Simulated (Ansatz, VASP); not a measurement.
**Re: VASP beside Ansatz**

POSCAR

```
Re
1.0
    2.7728322014      0.0000000000      0.0000000000
   -1.3864161007      2.4013431268      0.0000000000
    0.0000000000      0.0000000000      4.4919881662
Re
2
Direct
    0.1933333333      0.5966666667      0.1450000000
    0.8066666667      0.4033333333      0.8550000000
```

Contents of INCAR.step1:

```
  PREC = Accurate
  ENCUT = 520
  ISMEAR = -1
  SIGMA = 0.05
  LREAL = F
  LASPH = T
  NELM = 80
  NBANDS = 14
  GGA = PE
  ALGO = Normal
  EDIFF = 1E-4
  LWAVE = T
  LCHARG = F
```

Contents of INCAR.step2:

```
  PREC = Accurate
  ENCUT = 520
  EDIFF = 1E-8
  ISMEAR = -1
  SIGMA = 0.05
  LREAL = F
  LASPH = T
  NELM = 80
  ALGO = Normal
  ISIF = 2
  LWAVE = F
  LCHARG = F
  METAGGA = R2SCAN
  LMIXTAU = T
  LEFG = T
  NBANDS = 14
  ISTART = 1
```

Contents of KPOINTS:

```
Automatic mesh
0
Gamma
  12 12 7
```

Input for Ansatz:

```yaml
crystal:
  lattice:
    - [2.7728322014, 0.0, 0.0]
    - [-1.3864161007, 2.4013431268, 0.0]
    - [0.0, 0.0, 4.4919881662]
  atoms:
    - { symbol: Re, position: [0.1933333333, 0.5966666667, 0.145] }
    - { symbol: Re, position: [0.8066666667, 0.4033333333, 0.855] }
kpoints:
  mp_grid: { grid: [12, 12, 7] }
scf:
  occupations: { method: fermi_dirac, width: 0.05 }
hamiltonian:
  xc: r2scan
  pseudopotentials: { kind: paw }
output:
  forces: true
  stress: true
  eigenvalues: true
  efg: { contact_densities: true }
  populations: true
```

Change from the starting cell: shortest bond scaled by 0.58, PAW files.

Alike in both runs: task electric field gradients; functional r2SCAN; k mesh 12 × 12 × 7; occupations fermi-dirac, width 0.05 eV; no spin polarisation.

|  | VASP | Ansatz |
| --- | --- | --- |
| version | VASP 6.6.1 | Ansatz 0.2.0 |
| potentials or method | VASP PAW PBE potentials, release 64 (Re) | PAW with Ansatz's default frozen-core files, scalar-relativistic |
| plane-wave cutoff (eV) | 520 | 500 |
| valence electrons in the cell | 14 | 30 |

|  | VASP | Ansatz | Ansatz less VASP |
| --- | --- | --- | --- |
| pressure (GPa) | 172.1 | 311.8 | +139.70 |
| traceless stress, the component that is largest in VASP (GPa) | 95.25 | 258.66 | +163.404 |
| rms of the force components (eV/Å) | 20.703 | 48.603 | +27.8999 |
| size of Vzz on the site where it differs most (V/Å²) | 824.5 | 661.9 | -162.60 |

VASP's potentials were made for PBE, not for r2SCAN. Atom by atom the forces differ by 27.981 eV/Å (rms over components). The pressures are high and differ by over a tenth, so treat them with care. VASP's potentials hold 14 valence electrons a cell and Ansatz's 30, so a difference there can come from the potentials and not from the codes.

Neither program's run includes spin-orbit coupling. Noted on VASP's run: the cell as given lies far from equilibrium.
